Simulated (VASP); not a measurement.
# MnO2 (Pnma) in VASP: notebook, part 3 of 3

VASP 6.6.1. The steps go on from the part before.

### 4 Single point, PBE+U, collinear spin, ferromagnetic start (10.36 Å³/atom)

This run uses another cell than the first one, of 10.36 Å³/atom.

INCAR

```
SYSTEM = MnO2
ALGO = Normal
EDIFF = 1E-7
ENCUT = 520
GGA = PE
ISIF = 2
ISMEAR = 0
ISPIN = 2
LASPH = .True.
LCHARG = .True.
LDAU = .True.
LDAUJ = 0 0
LDAUL = 2 -1
LDAUPRINT = 1
LDAUTYPE = 2
LDAUU = 3.9 0
LELF = .True.
LMAXMIX = 4
LORBIT = 11
LREAL = .False.
LVHAR = .True.
LWAVE = .False.
MAGMOM = 3.08 3.08 3.08 3.08 -0.06 -0.06 -0.06 -0.06 -0.2 -0.2 -0.2 -0.2
NBANDS = 66
NELM = 150
PREC = Accurate
SIGMA = 0.05
```

KPOINTS

```
k-points
0
Gamma
  2 6 4
  0 0 0
```

POSCAR

```
MnO2
1.0
    9.4497453852      0.0000000000      0.0000000000
    0.0000000000      2.9131744382      0.0000000000
    0.0000000000      0.0000000000      4.5149975701
Mn O
4 8
Direct
    0.1346098422      0.2500000000      0.0170703377
    0.8653901578      0.7500000000      0.9829296623
    0.3653901578      0.7500000000      0.5170703377
    0.6346098422      0.2500000000      0.4829296623
    0.7870819237      0.2500000000      0.2013073213
    0.2129180763      0.7500000000      0.7986926787
    0.7129180763      0.7500000000      0.7013073213
    0.2870819237      0.2500000000      0.2986926787
    0.9614141555      0.2500000000      0.7863287939
    0.0385858445      0.7500000000      0.2136712061
    0.5385858445      0.7500000000      0.2863287939
    0.4614141555      0.2500000000      0.7136712061
```

Potentials or basis: VASP PAW PBE potentials, release 64 (Mn_pv, O).

Command:

```console
$ cat potpaw_PBE.64/Mn_pv/POTCAR potpaw_PBE.64/O/POTCAR > POTCAR
$ mpirun -np 1 vasp_std > vasp.out
```

OUTCAR:

```text
SYSTEM = MnO2
   EDIFF = 1E-7
   ENCUT = 520
   GGA = PE
   ISIF = 2
   ISMEAR = 0
   ISPIN = 2
   LASPH = .True.
   LORBIT = 11
   LREAL = .False.
   NELM = 150
   PREC = Accurate

 ion  position               nearest neighbor table
   1  0.135  0.250  0.017-   6 1.91   6 1.91   8 1.92  10 1.93  10 1.93   9 1.94   2 2.94   2 2.94

   2  0.865  0.750  0.983-   5 1.91   5 1.91   7 1.92   9 1.93   9 1.93  10 1.94   1 2.94   1 2.94

   3  0.365  0.750  0.517-   8 1.91   8 1.91   6 1.92  12 1.93  12 1.93  11 1.94   4 2.94   4 2.94

   4  0.635  0.250  0.483-   7 1.91   7 1.91   5 1.92  11 1.93  11 1.93  12 1.94   3 2.94   3 2.94

   5  0.787  0.250  0.201-   2 1.91   2 1.91   4 1.92
   6  0.213  0.750  0.799-   1 1.91   1 1.91   3 1.92
   7  0.713  0.750  0.701-   4 1.91   4 1.91   2 1.92
   8  0.287  0.250  0.299-   3 1.91   3 1.91   1 1.92
   9  0.961  0.250  0.786-   2 1.93   2 1.93   1 1.94
  10  0.039  0.750  0.214-   1 1.93   1 1.93   2 1.94
  11  0.539  0.750  0.286-   4 1.93   4 1.93   3 1.94
  12  0.461  0.250  0.714-   3 1.93   3 1.93   4 1.94

  LATTYP: Found a simple orthorhombic cell.
 ALAT       =     2.9131744382
 B/A-ratio  =     1.5498548631
 C/A-ratio  =     3.2437966163

  Lattice vectors:

 A1 = (   0.0000000000,   2.9131744382,   0.0000000000)
 A2 = (   0.0000000000,   0.0000000000,   4.5149975701)
 A3 = (   9.4497453852,   0.0000000000,   0.0000000000)

Analysis of symmetry for initial positions (statically):
=====================================================================
 Subroutine PRICEL returns:
 Original cell was already a primitive cell.

 Routine SETGRP: Setting up the symmetry group for a
 simple orthorhombic supercell.
[... 1917 lines left out ...]
      5     -43.5511      1.00000
      6     -43.5470      1.00000
[... 1549 lines left out ...]
     61       8.3816      0.00000
     62       8.3816      0.00000
 [bands above 62 left out]

------------------------ aborting loop because EDIFF is reached ----------------------------------------

  FORCE on cell =-STRESS in cart. coord.  units (eV):
  Direction    XX          YY          ZZ          XY          YZ          ZX
  --------------------------------------------------------------------------------------
  -------------------------------------------------------------------------------------
  Total        1.3735816      1.4542326      1.9327497      0.0000000      0.0000000      0.0000000
  in kB       17.7060191     18.7456425     24.9139206      0.0000000      0.0000000      0.0000000
  external PRESSURE =      20.4551940 kB  Pullay stress =       0.0000000 kB

 VOLUME and BASIS-vectors are now :
 -----------------------------------------------------------------------------
  energy-cutoff  :      520.00
  volume of cell :      124.29
      direct lattice vectors                 reciprocal lattice vectors
     9.449745385  0.000000000  0.000000000     0.105822957  0.000000000  0.000000000
     0.000000000  2.913174438  0.000000000     0.000000000  0.343268150  0.000000000
     0.000000000  0.000000000  4.514997570     0.000000000  0.000000000  0.221484062

 POSITION                                       TOTAL-FORCE (eV/Angst)
 -----------------------------------------------------------------------------------
      1.27203      0.72829      0.07707        -0.049378      0.000000     -0.001076
      8.17772      2.18488      4.43793         0.049378      0.000000      0.001076
      3.45284      2.18488      2.33457         0.049378      0.000000     -0.001076
      5.99690      0.72829      2.18043        -0.049378     -0.000000      0.001076
      7.43772      0.72829      0.90890        -0.056218     -0.000000      0.029692
      2.01202      2.18488      3.60610         0.056218     -0.000000     -0.029692
      6.73689      2.18488      3.16640         0.056218      0.000000      0.029692
      2.71285      0.72829      1.34860        -0.056218     -0.000000     -0.029692
      9.08512      0.72829      3.55027         0.004559     -0.000000     -0.091169
      0.36463      2.18488      0.96472        -0.004559     -0.000000      0.091169
      5.08950      2.18488      1.29277        -0.004559     -0.000000     -0.091169
      4.36025      0.72829      3.22222         0.004559     -0.000000      0.091169
 -----------------------------------------------------------------------------------
    total drift:                                0.000000     -0.000000      0.000000

  FREE ENERGIE OF THE ION-ELECTRON SYSTEM (eV)
  ---------------------------------------------------
  free  energy   TOTEN  =       -85.0474567941 eV

  energy  without entropy=      -85.0474567941  energy(sigma->0) =      -85.04745679

 total charge

# of ion       s       p       d       tot
------------------------------------------
    1        0.343   6.438   4.810  11.591
    2        0.343   6.438   4.810  11.591
    3        0.343   6.438   4.810  11.591
    4        0.343   6.438   4.810  11.591
    5        1.566   3.466   0.000   5.032
    6        1.566   3.466   0.000   5.032
    7        1.566   3.466   0.000   5.032
    8        1.566   3.466   0.000   5.032
    9        1.586   3.393   0.000   4.979
   10        1.586   3.393   0.000   4.979
   11        1.586   3.393   0.000   4.979
   12        1.586   3.393   0.000   4.979
--------------------------------------------------
tot         13.981  53.187  19.238  86.407

 magnetization (x)

# of ion       s       p       d       tot
------------------------------------------
    1        0.026   0.037   3.119   3.183
    2        0.026   0.037   3.119   3.183
    3        0.026   0.037   3.119   3.183
    4        0.026   0.037   3.119   3.183
    5       -0.001  -0.046   0.000  -0.046
    6       -0.001  -0.046   0.000  -0.046
    7       -0.001  -0.046   0.000  -0.046
    8       -0.001  -0.046   0.000  -0.046
    9        0.001  -0.170   0.000  -0.169
   10        0.001  -0.170   0.000  -0.169
   11        0.001  -0.170   0.000  -0.169
   12        0.001  -0.170   0.000  -0.169
--------------------------------------------------
tot          0.106  -0.714  12.478  11.870
```

OSZICAR:

```text
N       E                     dE             d eps       ncg     rms          rms(c)
DAV:   1     0.142675828067E+04    0.14268E+04   -0.54282E+04  6336   0.180E+03
DAV:   2     0.765351000106E+02   -0.13502E+04   -0.12302E+04  6700   0.543E+02
[... 12 lines left out ...]
DAV:  15    -0.850474396857E+02   -0.91553E-04   -0.34929E-04  7504   0.135E-01    0.342E-02
DAV:  16    -0.850474565086E+02   -0.16823E-04   -0.76957E-05  6500   0.461E-02    0.245E-02
DAV:  17    -0.850474577584E+02   -0.12498E-05   -0.57289E-06  6722   0.242E-02    0.113E-02
DAV:  18    -0.850474577657E+02   -0.73360E-08   -0.29742E-06  6692   0.959E-03    0.363E-03
DAV:  19    -0.850474572420E+02    0.52375E-06   -0.51545E-07  5632   0.402E-03    0.284E-03
DAV:  20    -0.850474568829E+02    0.35906E-06   -0.58566E-08  3402   0.196E-03    0.816E-04
DAV:  21    -0.850474567941E+02    0.88801E-07   -0.28312E-08  3318   0.123E-03
   1 F= -.85047457E+02 E0= -.85047457E+02  d E =-.179966E-31  mag=    12.0000
```

Run time: 11 min. Hardware: 1 thread of Oxide Virtual Turin-like, shared host; peak memory 0.41 GiB.

What came out:

```
Free energy                                           : -85.0475 eV
Pressure                                              : 2.0 GPa
Largest force                                         : 0.091 eV/Å
Band gap on the k mesh                                : 1.13 eV (least direct gap 1.21 eV)
Net moment                                            : 12.00 μB per cell
Site moments                                          : Mn +3.18; O -0.05, -0.17 (each value once) μB
Valence electrons inside the program's atomic spheres : Mn 11.59; O 5.03, 4.98 (each value once)
```

Forces on the atoms (eV/Å):
```
Mn  -0.049  0.000 -0.001
Mn   0.049  0.000  0.001
Mn   0.049  0.000 -0.001
Mn  -0.049  0.000  0.001
O   -0.056  0.000  0.030
O    0.056  0.000 -0.030
O    0.056  0.000  0.030
O   -0.056  0.000 -0.030
O    0.005  0.000 -0.091
O   -0.005  0.000  0.091
O   -0.005  0.000 -0.091
O    0.005  0.000  0.091
```

Eigenvalues of the final occupation matrices:
```csv
site,spin,trace,eigenvalues
site 1 d,1,3.98,0.54 0.55 0.96 0.96 0.97
site 1 d,2,0.86,0.07 0.09 0.09 0.30 0.31
site 2 d,1,3.98,0.54 0.55 0.96 0.96 0.97
site 2 d,2,0.86,0.07 0.09 0.09 0.30 0.31
site 3 d,1,3.98,0.54 0.55 0.96 0.96 0.97
site 3 d,2,0.86,0.07 0.09 0.09 0.30 0.31
site 4 d,1,3.98,0.54 0.55 0.96 0.96 0.97
site 4 d,2,0.86,0.07 0.09 0.09 0.30 0.31
```

Caveat: only a ferromagnetic start was run, and an antiferromagnetic order may lie lower in energy. A k mesh can miss the band edges.

### 5 Single point, PBE+U, collinear spin, ferromagnetic start (10.49 Å³/atom)

This run uses another cell than the first one, of 10.49 Å³/atom.

INCAR

```
PREC = Accurate
ENCUT = 520
EDIFF = 1E-7
ISMEAR = 0
SIGMA = 0.05
LREAL = False
LASPH = True
NELM = 150
ALGO = Normal
ISIF = 2
LWAVE = False
LCHARG = True
ISPIN = 2
MAGMOM = 3.1 3.1 3.1 3.1 -0.08 -0.08 -0.08 -0.08 -0.21 -0.21 -0.21 -0.21
LORBIT = 11
LMAXMIX = 4
LDAU = True
LDAUTYPE = 2
LDAUL = 2 -1
LDAUU = 3.9 0
LDAUJ = 0 0
LDAUPRINT = 1
GGA = PE
LELF = True
LVHAR = True
NBANDS = 66
```

KPOINTS

```
regular mesh
0
Gamma
  2 6 4
```

POSCAR

```
MnO2
1.0
    9.1348304316      0.0000000000      0.0000000000
    0.0000000000      2.9195939837      0.0000000000
    0.0000000000      0.0000000000      4.7219122221
Mn O
4 8
Direct
    0.1358812830      0.2500000000      0.0591731055
    0.8641187170      0.7500000000      0.9408268945
    0.3641187170      0.7500000000      0.5591731055
    0.6358812830      0.2500000000      0.4408268945
    0.7598678531      0.2500000000      0.1064467717
    0.2401321469      0.7500000000      0.8935532283
    0.7401321469      0.7500000000      0.6064467717
    0.2598678531      0.2500000000      0.3935532283
    0.9791951848      0.2500000000      0.7861028994
    0.0208048152      0.7500000000      0.2138971006
    0.5208048152      0.7500000000      0.2861028994
    0.4791951848      0.2500000000      0.7138971006
```

Command:

```console
$ cat potpaw_PBE.64/Mn_pv/POTCAR potpaw_PBE.64/O/POTCAR > POTCAR
$ mpirun -np 1 vasp_std > vasp.out
```

Run time: 14 min. Hardware: 1 thread of Oxide Virtual Turin-like, shared host; peak memory 0.41 GiB.

It converged, with:

```
Free energy                                           : -85.0946 eV
Pressure                                              : 0.7 GPa
Largest force                                         : 0.078 eV/Å
Band gap on the k mesh                                : 0.96 eV (least direct gap 1.19 eV)
Net moment                                            : 12.00 μB per cell
Site moments                                          : Mn +3.20; O -0.06, -0.17 (each value once) μB
Valence electrons inside the program's atomic spheres : Mn 11.57; O 5.02, 4.98 (each value once)
```

Forces in eV/Å, atoms in the order of the input:
```
Mn   0.000  0.000  0.046
Mn   0.000  0.000 -0.046
Mn   0.000  0.000  0.046
Mn   0.000  0.000 -0.046
O   -0.032  0.000  0.050
O    0.032  0.000 -0.050
O    0.032  0.000  0.050
O   -0.032  0.000 -0.050
O    0.002  0.000 -0.078
O   -0.002  0.000  0.078
O   -0.002  0.000 -0.078
O    0.002  0.000  0.078
```

Stress tensor (GPa, compression positive):
```
0.65 0.00 0.00
0.00 0.57 0.00
0.00 0.00 0.82
```

Levels at points of the mesh, in eV from the valence-band top:
Spin up:
```
           k point  band 53  band 54  band 55  band 56  band 57  band 58  band 59  band 60
(0.00, 0.00, 0.00)    -0.67    -0.23    -0.13     0.00     1.20     1.70     2.56     2.57
(0.50, 0.00, 0.00)    -0.54    -0.54    -0.25    -0.25     1.47     1.47     2.68     2.68
(0.00, 0.50, 0.00)    -0.58    -0.58    -0.37    -0.37     1.11     1.11     1.45     1.45
(0.50, 0.50, 0.00)    -0.44    -0.44    -0.44    -0.44     1.25     1.25     1.25     1.25
(0.00, 0.00, 0.50)    -0.82    -0.82    -0.12    -0.12     1.31     1.31     2.36     2.36
(0.50, 0.00, 0.50)    -0.34    -0.34    -0.30    -0.30     1.46     1.46     2.23     2.23
(0.00, 0.50, 0.50)    -0.57    -0.57    -0.37    -0.37     1.25     1.25     1.64     1.64
(0.50, 0.50, 0.50)    -0.53    -0.53    -0.53    -0.53     1.44     1.44     1.44     1.44
```
Spin down:
```
           k point  band 42  band 43  band 44  band 45  band 46  band 47
(0.00, 0.00, 0.00)    -0.68    -0.32    -0.22     2.61     2.61     2.68
(0.50, 0.00, 0.00)    -0.80    -0.35    -0.35     2.66     2.66     2.91
(0.00, 0.50, 0.00)    -1.38    -1.36    -1.36     2.82     2.82     2.86
(0.50, 0.50, 0.00)    -1.34    -1.34    -1.34     2.95     2.95     2.95
(0.00, 0.00, 0.50)    -1.34    -1.12    -1.12     2.61     2.61     2.71
(0.50, 0.00, 0.50)    -1.47    -0.72    -0.72     2.63     2.63     2.67
(0.00, 0.50, 0.50)    -1.14    -0.88    -0.88     2.64     2.64     2.92
(0.50, 0.50, 0.50)    -1.02    -1.02    -1.02     2.79     2.79     2.79
```

Eigenvalues of the final occupation matrices:
```csv
site,spin,trace,eigenvalues
site 1 d,1,3.99,0.55 0.56 0.96 0.96 0.97
site 1 d,2,0.85,0.07 0.08 0.09 0.29 0.31
site 2 d,1,3.99,0.55 0.56 0.96 0.96 0.97
site 2 d,2,0.85,0.07 0.08 0.09 0.29 0.31
site 3 d,1,3.99,0.55 0.56 0.96 0.96 0.97
site 3 d,2,0.85,0.07 0.08 0.09 0.29 0.31
site 4 d,1,3.99,0.55 0.56 0.96 0.96 0.97
site 4 d,2,0.85,0.07 0.08 0.09 0.29 0.31
```

Caveat: only a ferromagnetic start was run, and an antiferromagnetic order may lie lower in energy.

### 6 Summary

| cell | gap on the mesh (eV) | pressure (GPa) | moment (μB) | largest force (eV/Å) |
| --- | --- | --- | --- | --- |
| a = 9.405, b = 2.891, c = 4.397 Å, 12 atoms, atomic positions A | 1.24 | 6.8 | 12.00 | 0.09 |
| a = 9.264, b = 2.859, c = 4.513 Å, 12 atoms, atomic positions B | 0.64 | 0.3 | 12.00 | 3.50 |
| a = 9.450, b = 2.913, c = 4.515 Å, 12 atoms, atomic positions C | 1.13 | 2.0 | 12.00 | 0.09 |
| a = 9.135, b = 2.920, c = 4.722 Å, 12 atoms, atomic positions D | 0.96 | 0.7 | 12.00 | 0.08 |

Alike in all rows: task single point; level PBE+U; potentials or basis VASP PAW PBE potentials, release 64 (Mn_pv, O); spin collinear, ferromagnetic start; Mn d U = 3.9 eV; k mesh 2 × 6 × 4; cutoff (eV) 520; smearing gaussian 0.05 eV.

Caveats: only a ferromagnetic start was run, and an antiferromagnetic order may lie lower in energy; the cell stands under pressure (at least some runs); forces of over 1 eV/Å act on the atoms, so gaps and moduli don't describe the material at rest (at least some runs).

Absolute energies hang on the potentials; compare differences alone.
